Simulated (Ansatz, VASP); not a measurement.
Two plane-wave programs on InP

Contents of INCAR:

```
  PREC = Accurate
  ENCUT = 520
  EDIFF = 1E-6
  ISMEAR = -1
  SIGMA = 0.05
  LREAL = F
  LASPH = T
  NELM = 150
  ALGO = Normal
  ISIF = 2
  LWAVE = F
  LCHARG = T
  MAGMOM = 0 0 0 0 0 0
  LORBIT = 11
  LSORBIT = T
  GGA_COMPAT = F
  LORBMOM = T
  LVHAR = T
  NBANDS = 30
```

File KPOINTS:

```
regular mesh
0
Gamma
  6 6 6
```

File POSCAR:

```
InP
1.0
    0.0000000000      2.7688340000      2.7688340000
    2.7688340000      0.0000000000      2.7688340000
    2.7688340000      2.7688340000      0.0000000000
In P
1 1
Direct
    0.0000000000      0.0000000000      0.0000000000
    0.5000000000      0.5000000000      0.5000000000
```

The input input.yaml:

```yaml
crystal:
  lattice:
    - [0.0, 2.768834, 2.768834]
    - [2.768834, 0.0, 2.768834]
    - [2.768834, 2.768834, 0.0]
  atoms:
    - { symbol: In, position: [0.0, 0.0, 0.0] }
    - { symbol: P, position: [0.5, 0.5, 0.5] }
hamiltonian:
  xc: lda
  pseudopotentials: { kind: paw_fr }
magnetization:
  noncollinear: true
  spin_orbit: true
kpoints:
  mp_grid: { grid: [6, 6, 6] }
  band_path:
    path:
      - [[0.0, 0.0, 0.0], [0.5, 0.0, 0.5], [0.5, 0.25, 0.75], [0.375, 0.375, 0.75], [0.0, 0.0, 0.0], [0.5, 0.5, 0.5], [0.625, 0.25, 0.625], [0.5, 0.25, 0.75], [0.5, 0.5, 0.5], [0.375, 0.375, 0.75]]
      - [[0.625, 0.25, 0.625], [0.5, 0.0, 0.5]]
    npoints: 14
scf:
  occupations: { method: fermi_dirac, width: 0.05 }
  n_extra_bands: 6
output:
  forces: true
  stress: true
  eigenvalues: true
  fatbands: false
```

Alike in both runs: functional LDA; k mesh 6 × 6 × 6; occupations fermi-dirac, width 0.05 eV; non-collinear spin, spin-orbit coupling.

```csv
,VASP,Ansatz
version,VASP 6.6.1,Ansatz 0.2.0
potentials or method,"VASP PAW LDA potentials, release 64 (In_d, P)",Ansatz PAW
plane-wave cutoff (eV),520,420
valence electrons in the cell,18,18
task,single point,band structure
```

Ansatz gave:

```
pressure (GPa)           : -5.1
net moment per atom (μB) : 0.00
```

Q: What did VASP give for the same quantities?

A: Pressure (GPa): -5.0; net moment per atom (μB): 0.00.

LDA's correlation is that of Perdew and Zunger in VASP and of Perdew and Wang (1992) in Ansatz.
